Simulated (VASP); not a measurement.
# MgO (wurtzite type) (P6_3mc) in VASP: a series of runs, part 2 of 2

VASP 6.6.1. The steps go on from the part before.

## 3. Single point, PBE

INCAR reads:

```
ALGO = Normal ; EDIFF = 1E-6
ENCUT = 520 ; GGA = PE
ISIF = 2 ; ISMEAR = -1
LASPH = True ; LCHARG = True
LELF = True ; LREAL = False
LVHAR = True ; LWAVE = False
NBANDS = 16 ; NELM = 100
PREC = Accurate ; SIGMA = 0.08
```

KPOINTS reads:

```
k-points
0
Gamma
  11 11 6
```

POSCAR reads:

```
MgO
1.0
    3.3142215804      0.0000000000      0.0000000000
   -1.6571107902      2.8702000824      0.0000000000
    0.0000000000      0.0000000000      5.1232447808
Mg O
2 2
Direct
    0.3333333333      0.6666666667     -0.0078731748
    0.6666666667      0.3333333333      0.4921268252
    0.3333333333      0.6666666667      0.3838731748
    0.6666666667      0.3333333333      0.8838731748
```

Potentials or basis: VASP PAW PBE potentials, release 64 (Mg, O).

Run with:

```bash
$ cat potpaw_PBE.64/Mg/POTCAR potpaw_PBE.64/O/POTCAR > POTCAR
$ mpirun -np 1 vasp_std > vasp.out
```

OUTCAR:

```text
EDIFF = 1E-6
   ENCUT = 520
   GGA = PE
   ISIF = 2
   ISMEAR = -1
   LASPH = True
   LREAL = False
   NELM = 100
   PREC = Accurate

 ion  position               nearest neighbor table
   1  0.333  0.667  0.992-   4 1.99   4 1.99   4 1.99   3 2.01   2 3.20   2 3.20   2 3.20   2 3.20
                             2 3.20   2 3.20
   2  0.667  0.333  0.492-   3 1.99   3 1.99   3 1.99   4 2.01   1 3.20   1 3.20   1 3.20   1 3.20
                             1 3.20   1 3.20
   3  0.333  0.667  0.384-   2 1.99   2 1.99   2 1.99   1 2.01
   4  0.667  0.333  0.884-   1 1.99   1 1.99   1 1.99   2 2.01

  LATTYP: Found a hexagonal cell.
 ALAT       =     3.3142215804
 C/A-ratio  =     1.5458365280

  Lattice vectors:

 A1 = (   3.3142215804,   0.0000000000,   0.0000000000)
 A2 = (  -1.6571107902,   2.8702000824,   0.0000000000)
 A3 = (   0.0000000000,   0.0000000000,   5.1232447808)

Analysis of symmetry for initial positions (statically):
=====================================================================
 Subroutine PRICEL returns:
 Original cell was already a primitive cell.

 Routine SETGRP: Setting up the symmetry group for a
 hexagonal supercell.

 Subroutine GETGRP returns: Found 12 space group operations
 (whereof  6 operations were pure point group operations)
 out of a pool of 24 trial point group operations.

The static configuration has the point symmetry C_3v.
 The point group associated with its full space group is C_6v.

Analysis of symmetry for dynamics (positions and initial velocities):
=====================================================================
 Subroutine PRICEL returns:
 Original cell was already a primitive cell.

 Routine SETGRP: Setting up the symmetry group for a
 hexagonal supercell.

[... 126 lines left out ...]
   IALGO  =     38    algorithm
   IMIX   =      4    mixing-type and parameters
     AMIX     =   0.40;   BMIX     =  1.00
     AMIX_MAG =   1.60;   BMIX_MAG =  1.00
  volume/ion in A,a.u.               =      12.18        82.22
  Fermi-wavevector in a.u.,A,eV,Ry     =   1.129367  2.134195 17.353830  1.275471
  Thomas-Fermi vector in A             =   2.266061
   LORBIT       =      0    0 simple, 1 ext, 2 COOP (PROOUT), +10 PAW based schemes
   GGA     = PE    functional components
   LHFCALC =     F    Hartree Fock is set to
   AEXX    =    0.0000 exact exchange contribution
   IVDW    =     0    specifies the selected vdW correction
   LEPSILON=     F    determine dielectric tensor
   LRPA    =     F    only Hartree local field effects (RPA)
 non-spin polarized calculation
  energy-cutoff  :      520.00
  volume of cell :       48.73
 maximum number of plane-waves:      1339
 NGX is ok and might be reduce to    28
   NGX = 13   NGY = 13   NGZ = 19

 number of electron      15.9999997 magnetization

 Free energy of the ion-electron system (eV)
  ---------------------------------------------------
  ext. energy  EPLUGINS =         0.00000000
  ---------------------------------------------------
  free energy    TOTEN  =       -23.53495646 eV

  energy without entropy =      -23.53495646  energy(sigma->0) =      -23.53495646

 E-fermi :   2.6167     XC(G=0):  -9.6052

 val. band max:        0.8815073779   @ k =   0.0000   0.0000   0.0000
 cond. band min:       4.2770513120   @ k =   0.0000   0.0000   0.0000
 fundamental gap:      3.3955439341
 Fermi energy:         2.6167295751

 k-point     1 :       0.0000    0.0000    0.0000
  band No.  band energies     occupation
      1     -15.1902      2.00000
      2     -14.4712      2.00000
      3      -2.2490      2.00000
      4       0.2847      2.00000
      5       0.2847      2.00000
      6       0.5772      2.00000
[... 433 lines left out ...]
      3      -1.7089      2.00000
      4      -0.9397      2.00000
      5      -0.4395      2.00000
      6       0.0424      2.00000
[... 8 lines left out ...]
     15      15.4514      0.00000
     16      16.6666      0.00000

 [... further k-points ...]

------------------------ aborting loop because EDIFF is reached ----------------------------------------

  FORCE on cell =-STRESS in cart. coord.  units (eV):
  Direction    XX          YY          ZZ          XY          YZ          ZX
  --------------------------------------------------------------------------------------
  -------------------------------------------------------------------------------------
  Total       -0.1229736     -0.1229736     -0.1254982      0.0000000      0.0000000      0.0000000
  in kB       -4.0428140     -4.0428140     -4.1258111      0.0000000      0.0000000      0.0000000
  external PRESSURE =      -4.0704797 kB  Pullay stress =       0.0000000 kB

 VOLUME and BASIS-vectors are now :
 -----------------------------------------------------------------------------
  energy-cutoff  :      520.00
  volume of cell :       48.73
      direct lattice vectors                 reciprocal lattice vectors
     3.314221580  0.000000000  0.000000000     0.301729977  0.174203883  0.000000000
    -1.657110790  2.870200082  0.000000000     0.000000000  0.348407766  0.000000000
     0.000000000  0.000000000  5.123244781     0.000000000  0.000000000  0.195188800

 POSITION                                       TOTAL-FORCE (eV/Angst)
 -----------------------------------------------------------------------------------
     -0.00000      1.91347      5.08291        -0.000000      0.000000      0.000130
      1.65711      0.95673      2.52129         0.000000     -0.000000      0.000130
     -0.00000      1.91347      1.96668        -0.000000      0.000000     -0.000130
      1.65711      0.95673      4.52830         0.000000     -0.000000     -0.000130
 -----------------------------------------------------------------------------------
    total drift:                               -0.000000     -0.000000     -0.001329

  FREE ENERGIE OF THE ION-ELECTRON SYSTEM (eV)
  ---------------------------------------------------
  free  energy   TOTEN  =       -23.5349564551 eV

  energy  without entropy=      -23.5349564550  energy(sigma->0) =      -23.53495646
```

OSZICAR:

```text
N       E                     dE             d eps       ncg     rms          rms(c)
DAV:   1     0.603327987032E+02    0.60333E+02   -0.74849E+03  2048   0.881E+02
DAV:   2    -0.236786830352E+02   -0.84011E+02   -0.77475E+02  2824   0.193E+02
DAV:   3    -0.277785205669E+02   -0.40998E+01   -0.40907E+01  2240   0.445E+01
DAV:   4    -0.277958157110E+02   -0.17295E-01   -0.17295E-01  2600   0.340E+00
DAV:   5    -0.277959031836E+02   -0.87473E-04   -0.87472E-04  2320   0.231E-01    0.117E+01
DAV:   6    -0.235962813473E+02    0.41996E+01   -0.12488E+01  2048   0.262E+01    0.397E+00
DAV:   7    -0.235412493753E+02    0.55032E-01   -0.18329E-01  2064   0.342E+00    0.221E+00
DAV:   8    -0.235366688204E+02    0.45806E-02   -0.10221E-01  2168   0.346E+00    0.516E-01
DAV:   9    -0.235341349665E+02    0.25339E-02   -0.32107E-03  2576   0.520E-01    0.178E-01
DAV:  10    -0.235349316413E+02   -0.79667E-03   -0.15851E-03  2104   0.256E-01    0.290E-02
DAV:  11    -0.235349558474E+02   -0.24206E-04   -0.16669E-05  2440   0.270E-02    0.212E-02
DAV:  12    -0.235349564712E+02   -0.62384E-06   -0.10436E-05  2096   0.275E-02    0.215E-03
DAV:  13    -0.235349564551E+02    0.16137E-07   -0.39630E-07  1568   0.479E-03
   1 F= -.23534956E+02 E0= -.23534956E+02  d E =-.522530E-10
```

stdout:

```text
POSCAR found type information on POSCAR MgO
 POSCAR found :  2 types and       4 ions
 scaLAPACK will be used
 LDA part: xc-table for (Slater+PW92), standard interpolation
 POSCAR, INCAR and KPOINTS ok, starting setup
 FFT: planning ... GRIDC
 FFT: planning ... GRID_SOFT
 FFT: planning ... GRID
 WAVECAR not read
 entering main loop
```

Run time: 22 s. Hardware: 1 thread of Intel Xeon 6975P-C (Granite Rapids), shared host; peak memory 0.2 GiB.

What came out:

```yaml
Free_energy: -23.5350 eV
Pressure: -0.4 GPa
Band_gap_on_the_k_mesh: 3.40 eV, direct
```

A k mesh can miss the band edges. Expect the measured gap to be larger: semilocal functionals such as PBE lack the derivative discontinuity.
